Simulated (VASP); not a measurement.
CaF2, 3 atoms in the cell. Symmetry: Fm-3m, No. 225, cubic system. The conventional cell has a = 5.388 Å, b = 5.388 Å, c = 5.388 Å, α = 90.00°, β = 90.00°, γ = 90.00°. Within 3.1 Å of Ca (site symmetry m-3m) lie 8 F at 2.33 Å. F (site symmetry -43m) has 4 Ca at 2.33 Å and 6 F at 2.69 Å within 3.1 Å. 

* Program: VASP 6.6.1
* Task: single point
* Functional: SVWN5
* Potentials or basis: VASP PAW PBE potentials, release 64 (Ca_sv, F)
* Cutoff: 600 eV
* k mesh: 8 × 8 × 8
* Occupations: fermi-dirac, width 0.05 eV
* Spin: no spin polarisation
* Dipole correction: no
* Further INCAR settings: ALGO = Normal; EDIFF = 1e-06; NBANDS = 19

Potentials or basis: VASP PAW PBE potentials, release 64 (Ca_sv, F).

Run with:

```console
$ cat potpaw_PBE.64/Ca_sv/POTCAR potpaw_PBE.64/F/POTCAR > POTCAR
$ mpirun -np 1 vasp_std > vasp.out
```

Hardware: 1 thread of Intel Xeon 8259CL, on a shared host.

Question: Estimate the wall time of this run.

Answer: Wall time 46 s on 1 thread of Intel Xeon 8259CL (shared host), peak memory 0.16 GiB. Counts: scf iterations 12, k points 29.
